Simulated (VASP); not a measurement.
# Cd (P6_3/mmc) in VASP: notebook, part 2 of 2

VASP 6.6.1. Earlier steps stand in the parts before.

### Step 5. Single point, PBE (volume scaled by 1.04)

Contents of INCAR:

```
ALGO = Normal
EDIFF = 1E-6
ENCUT = 520
GGA = PE
ISIF = 2
ISMEAR = -1
LASPH = T
LCHARG = F
LREAL = F
LWAVE = F
NBANDS = 19
NELM = 60
PREC = Accurate
SIGMA = 0.05
```

Contents of KPOINTS:

```
k-points
0
Gamma
  10 10 5
```

Contents of POSCAR:

```
Cd
1.0
    3.0180701533      0.0000000000      0.0000000000
   -1.5090350766      2.6137254232      0.0000000000
    0.0000000000      0.0000000000      5.6915749249
Cd
2
Direct
    0.6666666667      0.3333333333      0.7500000000
    0.3333333333      0.6666666667      0.2500000000
```

Potentials or basis: VASP PAW PBE potentials, release 64 (Cd).

Launch:

```
$ cat potpaw_PBE.64/Cd/POTCAR > POTCAR
$ mpirun -np 1 vasp_std > vasp.out
```

OUTCAR:

```text
EDIFF = 1E-6
   ENCUT = 520
   GGA = PE
   ISIF = 2
   ISMEAR = -1
   LASPH = T
   LREAL = F
   NELM = 60
   PREC = Accurate

 ion  position               nearest neighbor table
   1  0.667  0.333  0.750-   2 3.34   2 3.34   2 3.34   2 3.34   2 3.34   2 3.34
   2  0.333  0.667  0.250-   1 3.34   1 3.34   1 3.34   1 3.34   1 3.34   1 3.34

  LATTYP: Found a hexagonal cell.
 ALAT       =     3.0180701533
 C/A-ratio  =     1.8858325472

  Lattice vectors:

 A1 = (   3.0180701533,   0.0000000000,   0.0000000000)
 A2 = (  -1.5090350766,   2.6137254232,   0.0000000000)
 A3 = (   0.0000000000,   0.0000000000,   5.6915749249)

Analysis of symmetry for initial positions (statically):
=====================================================================
 Subroutine PRICEL returns:
 Original cell was already a primitive cell.

 Routine SETGRP: Setting up the symmetry group for a
 hexagonal supercell.

 Subroutine GETGRP returns: Found 24 space group operations
 (whereof 12 operations were pure point group operations)
 out of a pool of 24 trial point group operations.

The static configuration has the point symmetry D_3d.
 The point group associated with its full space group is D_6h.

Analysis of symmetry for dynamics (positions and initial velocities):
=====================================================================
 Subroutine PRICEL returns:
 Original cell was already a primitive cell.

 Routine SETGRP: Setting up the symmetry group for a
 hexagonal supercell.

 Subroutine GETGRP returns: Found 24 space group operations
 (whereof 12 operations were pure point group operations)
 out of a pool of 24 trial point group operations.

The dynamic configuration has the point symmetry D_3d.
 The point group associated with its full space group is D_6h.

 Subroutine INISYM returns: Found 24 space group operations
 (whereof 12 operations are pure point group operations),
 and found     1 'primitive' translations

----------------------------------------------------------------------------------------

                                     Primitive cell

  volume of cell :      44.8975

  direct lattice vectors                    reciprocal lattice vectors
     3.018070153  0.000000000  0.000000000     0.331337560  0.191297829  0.000000000
    -1.509035077  2.613725423  0.000000000     0.000000000  0.382595659  0.000000000
     0.000000000  0.000000000  5.691574925     0.000000000  0.000000000  0.175698293

  length of vectors
     3.018070153  3.018070153  5.691574925     0.382595659  0.382595659  0.175698293

  position of ions in fractional coordinates (direct lattice)
     0.666666667  0.333333333  0.750000000
     0.333333333  0.666666667  0.250000000

  ion indices of the primitive-cell ions
   primitive index   ion index
                 1           1
                 2           2

----------------------------------------------------------------------------------------

 KPOINTS: k-points

Automatic generation of k-mesh.
 Grid dimensions read from file:
 generate k-points for:   10   10    5

 Generating k-lattice:

  Cartesian coordinates                     Fractional coordinates (reciprocal lattice)
     0.033133756  0.019129783  0.000000000     0.100000000 -0.000000000  0.000000000
     0.000000000  0.038259566  0.000000000     0.000000000  0.100000000  0.000000000
     0.000000000  0.000000000  0.035139659     0.000000000  0.000000000  0.200000000

  Length of vectors
     0.038259566  0.038259566  0.035139659

  Shift w.r.t. Gamma in fractional coordinates (k-lattice)
     0.000000000  0.000000000  0.000000000

 Subroutine IBZKPT returns following result:
 ===========================================

 Found     42 irreducible k-points:

 Following reciprocal coordinates:
            Coordinates               Weight
  0.000000  0.000000  0.000000      1.000000
  0.100000  0.000000  0.000000      6.000000
  0.200000  0.000000  0.000000      6.000000
  0.300000  0.000000  0.000000      6.000000
  0.400000  0.000000  0.000000      6.000000
  0.500000  0.000000  0.000000      3.000000
[... 16 lines left out ...]
  0.300000  0.100000  0.200000     24.000000
  0.400000  0.100000  0.200000     24.000000
 [... further k-points ...]
   k-points           NKPTS =     42   k-points in BZ     NKDIM =     42   number of bands    NBANDS=     19
   number of dos      NEDOS =    301   number of ions     NIONS =      2
   total plane-waves  NPLWV =  24192
   dimension x,y,z NGX =    24 NGY =   24 NGZ =   42
   dimension x,y,z NGXF=    48 NGYF=   48 NGZF=   84
   ions per type =               2
   NGX,Y,Z   is equivalent  to a cutoff of  13.22, 13.22, 12.27 a.u.
   NGXF,Y,Z  is equivalent  to a cutoff of  26.44, 26.44, 24.54 a.u.
 SYSTEM =  unknown system
   PREC   = accura    normal or accurate (medium, high low for compatibility)
   ISTART =      0    job   : 0-new  1-cont  2-samecut
   ICHARG =      2    charge: 1-file 2-atom 10-const
   ISPIN  =      1    spin polarized calculation?
   LNONCOLLINEAR =      F non collinear calculations
   LSORBIT =      F    spin-orbit coupling
   LASPH  =      T    aspherical Exc in radial PAW
   ENCUT  =  520.0 eV  38.22 Ry    6.18 a.u.   5.61  5.61 10.58*2*pi/ulx,y,z
   NELM   =     60;   NELMIN=  2; NELMDL= -5     # of ELM steps
   EDIFF  = 0.1E-05   stopping-criterion for ELM
   LREAL  =      F    real-space projection
   EDIFFG = 0.1E-04   stopping-criterion for IOM
   NSW    =      0    number of steps for IOM
   IBRION =     -1    ionic relax: 0-MD 1-quasi-New 2-CG
   NFREE  =      0    steps in history (QN), initial steepest desc. (CG)
   ISIF   =      2    stress and relaxation
   ISYM   =      2    0-nonsym 1-usesym 2-fastsym
   POTIM  = 0.5000    time-step for ionic-motion
   TEBEG  =    0.0;   TEEND  =   0.0 temperature during run
   PSTRESS=    0.0 pullay stress
   NELECT =      24.0000    total number of electrons
   NUPDOWN=      -1.0000    fix difference up-down
   EMIN   =  10.00;   EMAX   =-10.00  energy-range for DOS
   EFERMI =   0.00;   METHOD = LEGACY
   ISMEAR =    -1;   SIGMA  =   0.05  broadening in eV -4-tet -1-fermi 0-gaus
   EFERMI_NEDOS =   21; number of points for ismear=-14 and -15
   IALGO  =     38    algorithm
   IMIX   =      4    mixing-type and parameters
     AMIX     =   0.40;   BMIX     =  1.00
     AMIX_MAG =   1.60;   BMIX_MAG =  1.00
  volume/ion in A,a.u.               =      22.45       151.49
  Fermi-wavevector in a.u.,A,eV,Ry     =   1.328632  2.510750 24.017856  1.765263
  Thomas-Fermi vector in A             =   2.457855
   LORBIT       =      0    0 simple, 1 ext, 2 COOP (PROOUT), +10 PAW based schemes
   GGA     = PE    functional components
   LHFCALC =     F    Hartree Fock is set to
   AEXX    =    0.0000 exact exchange contribution
   IVDW    =     0    specifies the selected vdW correction
   LEPSILON=     F    determine dielectric tensor
   LRPA    =     F    only Hartree local field effects (RPA)
 non-spin polarized calculation
  energy-cutoff  :      520.00
  volume of cell :       44.90
 maximum number of plane-waves:      1228
 NGX is ok and might be reduce to    24
   NGX = 11   NGY = 11   NGZ = 21

 number of electron      23.9999991 magnetization

 Free energy of the ion-electron system (eV)
  ---------------------------------------------------
  ext. energy  EPLUGINS =         0.00000000
  ---------------------------------------------------
  free energy    TOTEN  =        -1.50360168 eV

  energy without entropy =       -1.50156463  energy(sigma->0) =       -1.50258315

 E-fermi :   2.6016     XC(G=0): -10.8267

 val. band max:        2.3850700861   @ k =   0.3000   0.2000   0.2000
 cond. band min:       2.6375406922   @ k =   0.3000   0.0000   0.0000
 fundamental gap:      0.2524706061
 Fermi energy:         2.6015984399

 k-point     1 :       0.0000    0.0000    0.0000
  band No.  band energies     occupation
      1      -7.0304      2.00000
      2      -6.7893      2.00000
      3      -6.4618      2.00000
      4      -6.4618      2.00000
      5      -6.4153      2.00000
      6      -6.4153      2.00000
[... 11 lines left out ...]
     18      17.1935      0.00000
     19      18.2028      0.00000

 k-point     2 :       0.1000    0.0000    0.0000
  band No.  band energies     occupation
      1      -6.9417      2.00000
      2      -6.7189      2.00000
      3      -6.4918      2.00000
      4      -6.4427      2.00000
      5      -6.3773      2.00000
      6      -6.3338      2.00000
[... 476 lines left out ...]
 k-point    24 :       0.4000    0.1000    0.2000
  band No.  band energies     occupation
      1      -7.0417      2.00000
      2      -6.9107      2.00000
      3      -6.7883      2.00000
      4      -6.5116      2.00000
      5      -6.2550      2.00000
      6      -6.0429      2.00000
[... 11 lines left out ...]
     18      12.4512      0.00000
     19      15.7343      0.00000

 [... further k-points ...]
[... 5 lines left out ...]
  --------------------------------------------------------------------------------------
  -------------------------------------------------------------------------------------
  Total        0.3593285      0.3593285      0.0787711      0.0000000      0.0000000     -0.0000000
  in kB       12.8227291     12.8227291      2.8109674      0.0000000      0.0000000     -0.0000000
  external PRESSURE =       9.4854752 kB  Pullay stress =       0.0000000 kB

 VOLUME and BASIS-vectors are now :
 -----------------------------------------------------------------------------
  energy-cutoff  :      520.00
  volume of cell :       44.90
      direct lattice vectors                 reciprocal lattice vectors
     3.018070153  0.000000000  0.000000000     0.331337560  0.191297829  0.000000000
    -1.509035077  2.613725423  0.000000000     0.000000000  0.382595659  0.000000000
     0.000000000  0.000000000  5.691574925     0.000000000  0.000000000  0.175698293

 POSITION                                       TOTAL-FORCE (eV/Angst)
 -----------------------------------------------------------------------------------
      1.50904      0.87124      4.26868        -0.000000     -0.000000      0.000000
     -0.00000      1.74248      1.42289         0.000000      0.000000      0.000000
 -----------------------------------------------------------------------------------
    total drift:                                0.000000     -0.000000      0.000000

  FREE ENERGIE OF THE ION-ELECTRON SYSTEM (eV)
  ---------------------------------------------------
  free  energy   TOTEN  =        -1.5036016801 eV

  energy  without entropy=       -1.5015646267  energy(sigma->0) =       -1.50258315
```

Wall time 11 s (1 thread of Intel Xeon Platinum 8488C (Sapphire Rapids), shared host); peak memory 0.17 GiB.

What came out:

```yaml
Free_energy: -1.5036 eV
Pressure: 0.9 GPa
Band_gap_on_the_k_mesh: zero (band 12 reaches 3.70 eV, above the bottom of band 13 at -0.16 eV)
```

### Step 6. Single point, PBE (volume scaled by 1.06)

Contents of INCAR:

```
PREC = Accurate
ENCUT = 520
EDIFF = 1E-6
ISMEAR = -1
SIGMA = 0.05
LREAL = False
LASPH = True
NELM = 60
ALGO = Normal
ISIF = 2
LWAVE = False
LCHARG = True
GGA = PE
LELF = True
LVHAR = True
NBANDS = 19
```

Contents of KPOINTS:

```
regular mesh
0
Gamma
  10 10 5
```

Contents of POSCAR:

```
Cd
1.0
    3.0372940483      0.0000000000      0.0000000000
   -1.5186470242      2.6303738046      0.0000000000
    0.0000000000      0.0000000000      5.7278279719
Cd
2
Direct
    0.6666666667      0.3333333333      0.7500000000
    0.3333333333      0.6666666667      0.2500000000
```

Potentials or basis: VASP PAW PBE potentials, release 64 (Cd).

Launch:

```
$ cat potpaw_PBE.64/Cd/POTCAR > POTCAR
$ mpirun -np 1 vasp_std > vasp.out
```

It took 13 s on 1 thread of Intel Xeon Platinum 8488C (Sapphire Rapids), shared host; peak memory 0.18 GiB.

Results (log left out):

* Free energy: -1.5062 eV
* Pressure: 0.0 GPa
* Band gap on the k mesh: zero (band 12 reaches 3.54 eV, above the bottom of band 13 at -0.21 eV)

Stress tensor (GPa, compression positive):
```
 0.23  0.00  0.00
 0.00  0.23  0.00
 0.00  0.00 -0.39
```

Levels at points of the mesh, in eV from the Fermi level:
```tsv
k point	band 9	band 10	band 11	band 12	band 13	band 14	band 15	band 16
(0.00, 0.00, 0.00)	-8.39	-8.35	-8.35	-2.97	-2.69	10.31	14.29	14.34
(0.50, 0.00, 0.00)	-8.11	-8.09	-2.09	-1.74	1.97	2.96	3.07	5.18
```

### Step 7. Summary

```csv
cell,gap on the mesh (eV),pressure (GPa)
"a = 2.979, b = 2.979, c = 5.618 Å, angles 90.0, 90.0, 120.0°, 2 atoms",none,3.2
"a = 2.999, b = 2.999, c = 5.655 Å, angles 90.0, 90.0, 120.0°, 2 atoms",none,2.0
"a = 3.018, b = 3.018, c = 5.692 Å, angles 90.0, 90.0, 120.0°, 2 atoms",none,0.9
"a = 3.037, b = 3.037, c = 5.728 Å, angles 90.0, 90.0, 120.0°, 2 atoms",none,0.0
```

Alike in all rows: task single point; level PBE; potentials or basis VASP PAW PBE potentials, release 64 (Cd); no spin polarisation; k mesh 10 × 10 × 5; cutoff (eV) 520; smearing fermi-dirac 0.05 eV.

Absolute energies hang on the potentials; compare differences alone.
